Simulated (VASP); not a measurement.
Wanted: the native input for a VASP 6.6.1 run.

| Item | Value |
| --- | --- |
| Task | single point |
| Functional | r2SCAN |
| Potentials or basis | VASP PAW PBE potentials, release 64 (Ti_sv, Co) |
| Cutoff | 520 eV |
| k mesh | 12 × 12 × 12 |
| Occupations | gaussian, width 0.1 eV |
| Spin | collinear spin, ferrimagnetic start |
| Starting moments | [-0.62, 1.41, 1.41, 1.41] μB |
| Dipole correction | no |
| Further INCAR settings | ALGO = Normal; EDIFF = 1e-07; NBANDS = 32 |

The system is TiCo3.

```xyz
4
Lattice="3.4906 0.0000 0.0000 0.0000 3.4906 0.0000 0.0000 0.0000 3.4906" Properties=species:S:1:pos:R:3 pbc="T T T"
Ti    0.0000    0.0000    0.0000
Co    0.0000    1.7453    1.7453
Co    1.7453    0.0000    1.7453
Co    1.7453    1.7453    0.0000
```

One way to write it, as run:

POSCAR

```
TiCo3
1.0
    3.4905652483      0.0000000000      0.0000000000
    0.0000000000      3.4905652483      0.0000000000
    0.0000000000      0.0000000000      3.4905652483
Ti Co
1 3
Direct
    0.0000000000      0.0000000000      0.0000000000
    0.0000000000      0.5000000000      0.5000000000
    0.5000000000      0.0000000000      0.5000000000
    0.5000000000      0.5000000000      0.0000000000
```

INCAR.step1

```
SYSTEM = TiCo3
PREC     = Accurate       ! precision mode
ENCUT    = 520            ! plane-wave cutoff, eV
ISMEAR   = 0              ! smearing method
SIGMA    = 0.1            ! smearing width, eV
LREAL    = .FALSE.        ! projectors in reciprocal space
LASPH    = .TRUE.         ! aspherical terms in the spheres
NELM     = 150            ! most SCF steps
ISPIN    = 2              ! spin polarisation
MAGMOM   = -0.62 1.41 1.41 1.41 ! initial moments
LMAXMIX  = 4              ! l up to which the mixer works
NBANDS   = 32             ! bands
GGA      = PE             ! functional
ALGO     = Normal         ! electronic algorithm
EDIFF    = 1E-4           ! SCF threshold, eV
LWAVE    = .TRUE.         ! write WAVECAR
LCHARG   = .FALSE.        ! write CHGCAR
```

INCAR.step2

```
SYSTEM = TiCo3
PREC     = Accurate       ! precision mode
ENCUT    = 520            ! plane-wave cutoff, eV
EDIFF    = 1E-7           ! SCF threshold, eV
ISMEAR   = 0              ! smearing method
SIGMA    = 0.1            ! smearing width, eV
LREAL    = .FALSE.        ! projectors in reciprocal space
LASPH    = .TRUE.         ! aspherical terms in the spheres
NELM     = 150            ! most SCF steps
ALGO     = Normal         ! electronic algorithm
ISIF     = 2              ! what is computed and relaxed
LWAVE    = .FALSE.        ! write WAVECAR
LCHARG   = .TRUE.         ! write CHGCAR
ISPIN    = 2              ! spin polarisation
MAGMOM   = -0.62 1.41 1.41 1.41 ! initial moments
LORBIT   = 11             ! projections on sites
LMAXMIX  = 4              ! l up to which the mixer works
METAGGA  = R2SCAN         ! meta-GGA
LMIXTAU  = .TRUE.       
LELF     = .TRUE.         ! ELF
LVHAR    = .TRUE.       
NBANDS   = 32             ! bands
ISTART   = 1
```

KPOINTS

```
Automatic mesh
0
G
  12 12 12
  0 0 0
```

Potentials or basis: VASP PAW PBE potentials, release 64 (Ti_sv, Co).

Launch:

```console
$ cat potpaw_PBE.64/Ti_sv/POTCAR potpaw_PBE.64/Co/POTCAR > POTCAR
$ cp INCAR.step1 INCAR
$ mpirun -np 1 vasp_std > vasp.out
$ cp INCAR.step2 INCAR
$ mpirun -np 1 vasp_std > vasp.out
```

Results of the run:

```json
{
  "Pressure": "11.6 GPa",
  "Net moment": "0.00 μB per cell",
  "Valence electrons inside the program's atomic spheres": "Ti 10.49; Co 8.56"
}
```

Caveat: the PAW data sets were made with another functional, which shifts forces and pressure a little.

It took 16 min on 1 thread of Intel(R) Xeon(R) 6975P-C (Granite Rapids) (shared host), peak memory 0.31 GiB.
